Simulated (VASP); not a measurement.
A run of VASP 6.6.1:

Contents of POSCAR:

```
SrO
1.0
    3.5471277480      0.0000000000      0.0000000000
   -1.7735638740      3.0719027403      0.0000000000
    0.0000000000      0.0000000000      6.2083420350
Sr O
2 2
Direct
    0.3333333333      0.6666666667      0.2500000000
    0.6666666667      0.3333333333      0.7500000000
    0.0000000000      0.0000000000      0.0000000000
    0.0000000000      0.0000000000      0.5000000000
```

Contents of INCAR.step1:

```
PREC = Accurate ; ENCUT = 520
EDIFF = 1E-5 ; ISMEAR = 0
SIGMA = 0.01 ; LREAL = F
LASPH = T ; NELM = 100
ALGO = Normal ; ISIF = 2
LWAVE = T ; LCHARG = F
GGA = PE ; NBANDS = 24
```

The input INCAR.step2:

```
PREC = Accurate ; ENCUT = 520
EDIFF = 1E-7 ; ISMEAR = 0
SIGMA = 0.01 ; LREAL = F
LASPH = T ; NELM = 100
ALGO = Normal ; ISIF = 2
LWAVE = F ; LCHARG = F
GGA = PE ; LHFCALC = T
AEXX = 0.35 ; HFSCREEN = 0.2078
PRECFOCK = Normal ; ISTART = 1
NBANDS = 24
```

Contents of KPOINTS:

```
regular mesh
0
Gamma
  6 6 2
```

Potentials or basis: VASP PAW PBE potentials, release 64 (Sr_sv, O).

Run with:

```bash
$ cat potpaw_PBE.64/Sr_sv/POTCAR potpaw_PBE.64/O/POTCAR > POTCAR
$ cp INCAR.step1 INCAR
$ mpirun -np 1 vasp_std > vasp.out
$ cp INCAR.step2 INCAR
$ mpirun -np 1 vasp_std > vasp.out
```

Hardware: 1 thread of Intel(R) Xeon(R) Platinum 8375C CPU @ 2.90GHz (Ice Lake) (shared host).

Problem. How long does it take, and how much memory?

Solution. Run time: 50 min on 1 thread of Intel(R) Xeon(R) Platinum 8375C CPU @ 2.90GHz (Ice Lake) (shared host), peak memory 0.31 GiB. Counts: k points 14.
